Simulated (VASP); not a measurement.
Set up this calculation in VASP 6.6.1, as the native input.

```yaml
Task: single point
Functional: PBE
Potentials_or_basis: VASP PAW PBE potentials, release 64 (K_sv, Cl)
Cutoff: 520 eV
k_mesh: 4 × 4 × 4
Occupations: gaussian, width 0.01 eV
Spin: no spin polarisation
Dipole_correction: no
Further_INCAR_settings: ALGO = Normal; EDIFF = 1e-07; NBANDS = 15
```

The structure of KCl lies in POSCAR:

```
KCl
1.0
    0.0000000000      3.1291240680      3.1291240680
    3.1291240680      0.0000000000      3.1291240680
    3.1291240680      3.1291240680      0.0000000000
K Cl
1 1
Direct
    0.0000000000      0.0000000000      0.0000000000
    0.5000000000      0.5000000000      0.5000000000
```

This cell differs from its parent crystal: strain -0.5%.

The input as run:

INCAR

```
PREC = Accurate
ENCUT = 520
EDIFF = 1E-7
ISMEAR = 0
SIGMA = 0.01
LREAL = F
LASPH = T
NELM = 60
ALGO = Normal
ISIF = 2
LWAVE = F
LCHARG = F
GGA = PE
NBANDS = 15
```

KPOINTS

```
Automatic mesh
0
Gamma
  4 4 4
```

Potentials or basis: VASP PAW PBE potentials, release 64 (K_sv, Cl).

The run is started by

```sh
$ cat potpaw_PBE.64/K_sv/POTCAR potpaw_PBE.64/Cl/POTCAR > POTCAR
$ mpirun -np 1 vasp_std > vasp.out
```

Results of the run:

```
Pressure               : 1.1 GPa
Band gap on the k mesh : 5.24 eV
```

Caveat: the k points lie up to 0.43 Å⁻¹ apart; the cell differs from its parent crystal (strain -0.5%).

It took 18 s on 1 thread of Intel Xeon 8259CL, on a shared host, peak memory 0.2 GiB.
